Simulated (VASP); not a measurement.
# Ti (Fm-3m) in VASP: a series of runs

Runs on Ti. Level: PBE. Tasks: single point.

Program: VASP 6.6.1. These are calculated values, not measurements. Logs are shortened: lines on timing, memory, paths and dates and some standing lists are left out, and cuts for length are marked.

### Step 1. The cell of the first run

It takes space group Fm-3m (No. 225, cubic). The conventional cell has a = 4.219 Å, b = 4.219 Å, c = 4.219 Å, α = 90.00°, β = 90.00°, γ = 90.00°. Ti (site symmetry m-3m) has 12 Ti at 2.98 Å within 3.9 Å.

This isn't the form of Ti at room conditions, which is hcp.

### Step 2. Single point, PBE (18.77 Å³/atom)

INCAR

```
ALGO = Fast
EDIFF = 1E-6
ENCUT = 520
GGA = PE
ISIF = 2
ISMEAR = 0
LASPH = T
LCHARG = F
LREAL = F
LWAVE = F
NBANDS = 12
NELM = 60
PREC = Accurate
SIGMA = 0.15
```

KPOINTS

```
k-points
0
Gamma
  20 20 20
```

POSCAR

```
Ti
1.0
    0.0000000000      2.1092936548      2.1092936548
    2.1092936548      0.0000000000      2.1092936548
    2.1092936548      2.1092936548      0.0000000000
Ti
1
Direct
    0.0000000000      0.0000000000      0.0000000000
```

Potentials or basis: VASP PAW PBE potentials, release 64 (Ti_sv).

Started as:

```bash
$ cat potpaw_PBE.64/Ti_sv/POTCAR > POTCAR
$ mpirun -np 1 vasp_std > vasp.out
```

OUTCAR:

```text
EDIFF = 1E-6
   ENCUT = 520
   GGA = PE
   ISIF = 2
   ISMEAR = 0
   LASPH = T
   LREAL = F
   NELM = 60
   PREC = Accurate

 ion  position               nearest neighbor table
   1  0.000  0.000  0.000-

  LATTYP: Found a face centered cubic cell.
 ALAT       =     4.2185873096

  Lattice vectors:

 A1 = (   0.0000000000,   2.1092936548,   2.1092936548)
 A2 = (   2.1092936548,   0.0000000000,   2.1092936548)
 A3 = (   2.1092936548,   2.1092936548,   0.0000000000)

Analysis of symmetry for initial positions (statically):
=====================================================================
 Subroutine PRICEL returns:
 Original cell was already a primitive cell.

 Routine SETGRP: Setting up the symmetry group for a
 face centered cubic supercell.

 Subroutine GETGRP returns: Found 48 space group operations
 (whereof 48 operations were pure point group operations)
 out of a pool of 48 trial point group operations.

The static configuration has the point symmetry O_h .

Analysis of symmetry for dynamics (positions and initial velocities):
=====================================================================
 Subroutine PRICEL returns:
 Original cell was already a primitive cell.

 Routine SETGRP: Setting up the symmetry group for a
 face centered cubic supercell.

 Subroutine GETGRP returns: Found 48 space group operations
 (whereof 48 operations were pure point group operations)
 out of a pool of 48 trial point group operations.

The dynamic configuration has the point symmetry O_h .

 Subroutine INISYM returns: Found 48 space group operations
 (whereof 48 operations are pure point group operations),
 and found     1 'primitive' translations

----------------------------------------------------------------------------------------

                                     Primitive cell

  volume of cell :      18.7690

  direct lattice vectors                    reciprocal lattice vectors
     0.000000000  2.109293655  2.109293655    -0.237046178  0.237046178  0.237046178
     2.109293655  0.000000000  2.109293655     0.237046178 -0.237046178  0.237046178
     2.109293655  2.109293655  0.000000000     0.237046178  0.237046178 -0.237046178

  length of vectors
     2.982991694  2.982991694  2.982991694     0.410576025  0.410576025  0.410576025

  position of ions in fractional coordinates (direct lattice)
     0.000000000  0.000000000  0.000000000

  ion indices of the primitive-cell ions
   primitive index   ion index
                 1           1

----------------------------------------------------------------------------------------

 KPOINTS: k-points

Automatic generation of k-mesh.
 Grid dimensions read from file:
 generate k-points for:   20   20   20

 Generating k-lattice:

  Cartesian coordinates                     Fractional coordinates (reciprocal lattice)
    -0.011852309  0.011852309  0.011852309     0.050000000  0.000000000  0.000000000
     0.011852309 -0.011852309  0.011852309     0.000000000  0.050000000  0.000000000
     0.011852309  0.011852309 -0.011852309     0.000000000  0.000000000  0.050000000

  Length of vectors
     0.020528801  0.020528801  0.020528801

  Shift w.r.t. Gamma in fractional coordinates (k-lattice)
     0.000000000  0.000000000  0.000000000

 Subroutine IBZKPT returns following result:
 ===========================================

 Found    256 irreducible k-points:

 Following reciprocal coordinates:
            Coordinates               Weight
  0.000000  0.000000  0.000000      1.000000
  0.050000  0.000000  0.000000      8.000000
  0.100000  0.000000  0.000000      8.000000
  0.150000  0.000000  0.000000      8.000000
  0.200000  0.000000  0.000000      8.000000
  0.250000  0.000000  0.000000      8.000000
[... 16 lines left out ...]
 -0.400000  0.050000  0.000000     24.000000
 -0.350000  0.050000  0.000000     24.000000
 [... further k-points ...]
   k-points           NKPTS =    256   k-points in BZ     NKDIM =    256   number of bands    NBANDS=     12
   number of dos      NEDOS =    301   number of ions     NIONS =      1
   total plane-waves  NPLWV =  13824
   dimension x,y,z NGX =    24 NGY =   24 NGZ =   24
   dimension x,y,z NGXF=    48 NGYF=   48 NGZF=   48
   ions per type =               1
   NGX,Y,Z   is equivalent  to a cutoff of  13.38, 13.38, 13.38 a.u.
   NGXF,Y,Z  is equivalent  to a cutoff of  26.75, 26.75, 26.75 a.u.
 SYSTEM =  unknown system
   PREC   = accura    normal or accurate (medium, high low for compatibility)
   ISTART =      0    job   : 0-new  1-cont  2-samecut
   ICHARG =      2    charge: 1-file 2-atom 10-const
   ISPIN  =      1    spin polarized calculation?
   LNONCOLLINEAR =      F non collinear calculations
   LSORBIT =      F    spin-orbit coupling
   LASPH  =      T    aspherical Exc in radial PAW
   ENCUT  =  520.0 eV  38.22 Ry    6.18 a.u.   5.55  5.55  5.55*2*pi/ulx,y,z
   NELM   =     60;   NELMIN=  2; NELMDL= -5     # of ELM steps
   EDIFF  = 0.1E-05   stopping-criterion for ELM
   LREAL  =      F    real-space projection
   EDIFFG = 0.1E-04   stopping-criterion for IOM
   NSW    =      0    number of steps for IOM
   IBRION =     -1    ionic relax: 0-MD 1-quasi-New 2-CG
   NFREE  =      0    steps in history (QN), initial steepest desc. (CG)
   ISIF   =      2    stress and relaxation
   ISYM   =      2    0-nonsym 1-usesym 2-fastsym
   POTIM  = 0.5000    time-step for ionic-motion
   TEBEG  =    0.0;   TEEND  =   0.0 temperature during run
   PSTRESS=    0.0 pullay stress
   NELECT =      12.0000    total number of electrons
   NUPDOWN=      -1.0000    fix difference up-down
   EMIN   =  10.00;   EMAX   =-10.00  energy-range for DOS
   EFERMI =   0.00;   METHOD = LEGACY
   ISMEAR =     0;   SIGMA  =   0.15  broadening in eV -4-tet -1-fermi 0-gaus
   EFERMI_NEDOS =   21; number of points for ismear=-14 and -15
   IALGO  =     68    algorithm
   IMIX   =      4    mixing-type and parameters
     AMIX     =   0.40;   BMIX     =  1.00
     AMIX_MAG =   1.60;   BMIX_MAG =  1.00
  volume/ion in A,a.u.               =      18.77       126.66
  Fermi-wavevector in a.u.,A,eV,Ry     =   1.410333  2.665142 27.062504  1.989038
  Thomas-Fermi vector in A             =   2.532297
   LORBIT       =      0    0 simple, 1 ext, 2 COOP (PROOUT), +10 PAW based schemes
   GGA     = PE    functional components
   LHFCALC =     F    Hartree Fock is set to
   AEXX    =    0.0000 exact exchange contribution
   IVDW    =     0    specifies the selected vdW correction
   LEPSILON=     F    determine dielectric tensor
   LRPA    =     F    only Hartree local field effects (RPA)
 non-spin polarized calculation
 RMM-DIIS sequential band-by-band and
 Gauss-broadening in eV      SIGMA  =   0.15
  energy-cutoff  :      520.00
  volume of cell :       18.77
 maximum number of plane-waves:       531
 NGX is ok and might be reduce to    24
   NGX = 11   NGY = 11   NGZ = 11

 number of electron      12.0000000 magnetization

 Free energy of the ion-electron system (eV)
  ---------------------------------------------------
  ext. energy  EPLUGINS =         0.00000000
  ---------------------------------------------------
  free energy    TOTEN  =        -7.75375837 eV

  energy without entropy =       -7.73237948  energy(sigma->0) =       -7.74306893

 E-fermi :   7.4211     XC(G=0): -11.1392

 val. band max:        7.4190683160   @ k =  -0.1500   0.1500   0.0500
 cond. band min:       7.4219268073   @ k =  -0.4000   0.1000   0.0000
 fundamental gap:      0.0028584913
 Fermi energy:         7.4211296653

 k-point     1 :       0.0000    0.0000    0.0000
  band No.  band energies     occupation
      1     -49.4283      2.00000
      2     -25.3656      2.00000
      3     -25.3656      2.00000
      4     -25.3656      2.00000
      5       1.5203      2.00000
      6       8.2428      0.00000
      7       8.2428      0.00000
      8       8.2428      0.00000
      9       9.7082      0.00000
     10       9.7082      0.00000
     11      22.2383      0.00000
     12      26.3383      0.00000

 k-point     2 :       0.0500    0.0000    0.0000
  band No.  band energies     occupation
      1     -49.4261      2.00000
      2     -25.3786      2.00000
      3     -25.3672      2.00000
      4     -25.3672      2.00000
      5       1.5958      2.00000
      6       8.1978      0.00000
      7       8.2696      0.00000
      8       8.2696      0.00000
      9       9.6912      0.00000
     10       9.6912      0.00000
     11      22.2870      0.00000
     12      25.6554      0.00000

 k-point     3 :       0.1000    0.0000    0.0000
  band No.  band energies     occupation
      1     -49.4199      2.00000
      2     -25.4162      2.00000
      3     -25.3721      2.00000
      4     -25.3721      2.00000
      5       1.8189      2.00000
      6       8.0719      0.00000
      7       8.3416      0.00000
      8       8.3416      0.00000
      9       9.6506      0.00000
     10       9.6506      0.00000
     11      22.3542      0.00000
     12      24.3873      0.00000

 k-point     4 :       0.1500    0.0000    0.0000
  band No.  band energies     occupation
      1     -49.4102      2.00000
      2     -25.4744      2.00000
      3     -25.3796      2.00000
      4     -25.3796      2.00000
      5       2.1780      2.00000
      6       7.8907      0.00001
      7       8.4308      0.00000
      8       8.4308      0.00000
      9       9.6188      0.00000
     10       9.6188      0.00000
     11      22.0198      0.00000
     12      23.4151      0.00000

 k-point     5 :       0.2000    0.0000    0.0000
  band No.  band energies     occupation
      1     -49.3979      2.00000
      2     -25.5472      2.00000
      3     -25.3890      2.00000
      4     -25.3890      2.00000
      5       2.6527      2.00000
      6       7.6898      0.01131
      7       8.4893      0.00000
      8       8.4893      0.00000
      9       9.6478      0.00000
     10       9.6478      0.00000
     11      20.8815      0.00000
     12      23.1209      0.00000
[... 228 lines left out ...]
      1     -49.3393      2.00000
      2     -25.8753      2.00000
      3     -25.4410      2.00000
      4     -25.4360      2.00000
      5       5.0566      2.00000
      6       7.7345      0.00313
      7       8.1593      0.00000
      8       8.1968      0.00000
      9      10.6632      0.00000
     10      10.7662      0.00000
     11      14.8282      0.00000
     12      21.5222      0.00000

 k-point    22 :      -0.4500    0.0500    0.0000
  band No.  band energies     occupation
      1     -49.3400      2.00000
      2     -25.8712      2.00000
      3     -25.4427      2.00000
      4     -25.4331      2.00000
      5       5.0352      2.00000
      6       7.7161      0.00543
      7       8.1568      0.00000
      8       8.1980      0.00000
      9      10.5901      0.00000
     10      10.7958      0.00000
     11      14.9263      0.00000
     12      21.5398      0.00000

 k-point    23 :      -0.4000    0.0500    0.0000
  band No.  band energies     occupation
      1     -49.3450      2.00000
      2     -25.8436      2.00000
      3     -25.4409      2.00000
      4     -25.4273      2.00000
      5       4.8716      2.00000
      6       7.5645      0.17633
      7       8.1713      0.00000
      8       8.2394      0.00000
      9      10.4180      0.00000
     10      10.6993      0.00000
     11      15.5542      0.00000
     12      21.6937      0.00000

 k-point    24 :      -0.3500    0.0500    0.0000
  band No.  band energies     occupation
      1     -49.3536      2.00000
      2     -25.7951      2.00000
      3     -25.4358      2.00000
      4     -25.4189      2.00000
      5       4.5347      2.00000
      6       7.4032      1.13424
      7       8.2381      0.00000
      8       8.3155      0.00000
      9      10.1758      0.00000
     10      10.5134      0.00000
     11      16.5506      0.00000
     12      21.9635      0.00000

 [... further k-points ...]

------------------------ aborting loop because EDIFF is reached ----------------------------------------

  FORCE on cell =-STRESS in cart. coord.  units (eV):
  Direction    XX          YY          ZZ          XY          YZ          ZX
  --------------------------------------------------------------------------------------
  -------------------------------------------------------------------------------------
  Total       -0.8617245     -0.8617245     -0.8617245     -0.0000000      0.0000000     -0.0000000
  in kB      -73.5593540    -73.5593540    -73.5593540     -0.0000000      0.0000000     -0.0000000
  external PRESSURE =     -73.5593540 kB  Pullay stress =       0.0000000 kB

 VOLUME and BASIS-vectors are now :
 -----------------------------------------------------------------------------
  energy-cutoff  :      520.00
  volume of cell :       18.77
      direct lattice vectors                 reciprocal lattice vectors
     0.000000000  2.109293655  2.109293655    -0.237046178  0.237046178  0.237046178
     2.109293655  0.000000000  2.109293655     0.237046178 -0.237046178  0.237046178
     2.109293655  2.109293655  0.000000000     0.237046178  0.237046178 -0.237046178

 POSITION                                       TOTAL-FORCE (eV/Angst)
 -----------------------------------------------------------------------------------
      0.00000      0.00000      0.00000         0.000000      0.000000      0.000000
 -----------------------------------------------------------------------------------
    total drift:                               -0.000000      0.000000      0.000000

  FREE ENERGIE OF THE ION-ELECTRON SYSTEM (eV)
  ---------------------------------------------------
  free  energy   TOTEN  =        -7.7537583692 eV

  energy  without entropy=       -7.7323794849  energy(sigma->0) =       -7.74306893
```

Wall time 50 s (1 thread of AMD EPYC 9R45 (Zen 5), shared host); peak memory 0.15 GiB.

Results:

* Free energy: -7.7538 eV
* Pressure: -7.4 GPa
* Band gap on the k mesh: zero (bands 6 and 7 overlap by 1.18 eV)

Caveat: the cell stands under tension.

### Step 3. Single point, PBE (19.46 Å³/atom)

This run uses another cell than the first one, of 19.46 Å³/atom.

INCAR

```
  PREC = Accurate
  ENCUT = 520
  EDIFF = 1E-6
  ISMEAR = 0
  SIGMA = 0.15
  LREAL = F
  LASPH = T
  NELM = 60
  ALGO = Fast
  ISIF = 2
  LWAVE = F
  LCHARG = T
  GGA = PE
  LELF = T
  LVHAR = T
  NBANDS = 12
```

KPOINTS

```
regular mesh
0
Gamma
  20 20 20
```

POSCAR

```
Ti
1.0
    0.0000000000      2.1350138668      2.1350138668
    2.1350138668      0.0000000000      2.1350138668
    2.1350138668      2.1350138668      0.0000000000
Ti
1
Direct
    0.0000000000      0.0000000000      0.0000000000
```

Potentials or basis: VASP PAW PBE potentials, release 64 (Ti_sv).

Started as:

```bash
$ cat potpaw_PBE.64/Ti_sv/POTCAR > POTCAR
$ mpirun -np 1 vasp_std > vasp.out
```

Wall time 52 s (1 thread of AMD EPYC 9R45 (Zen 5), shared host); peak memory 0.15 GiB.

It converged, with:

- Free energy: -7.7162 eV
- Pressure: -10.0 GPa
- Band gap on the k mesh: zero (bands 6 and 7 overlap by 1.14 eV)

Levels at points of the mesh, in eV from the Fermi level:
| k point | band 2 | band 3 | band 4 | band 5 | band 6 | band 7 | band 8 | band 9 | band 10 | band 11 |
| --- | --- | --- | --- | --- | --- | --- | --- | --- | --- | --- |
| (0.00, 0.00, 0.00) | -32.88 | -32.88 | -32.88 | -5.80 | 0.79 | 0.79 | 0.79 | 2.19 | 2.19 | 14.62 |
| (0.50, 0.00, 0.00) | -33.34 | -32.94 | -32.94 | -2.34 | 0.41 | 0.71 | 0.71 | 3.09 | 3.09 | 7.04 |
| (0.50, 0.50, 0.00) | -33.31 | -33.05 | -33.05 | -2.20 | -1.43 | 2.39 | 3.09 | 3.32 | 3.32 | 9.38 |

Caveat: the cell stands under tension.
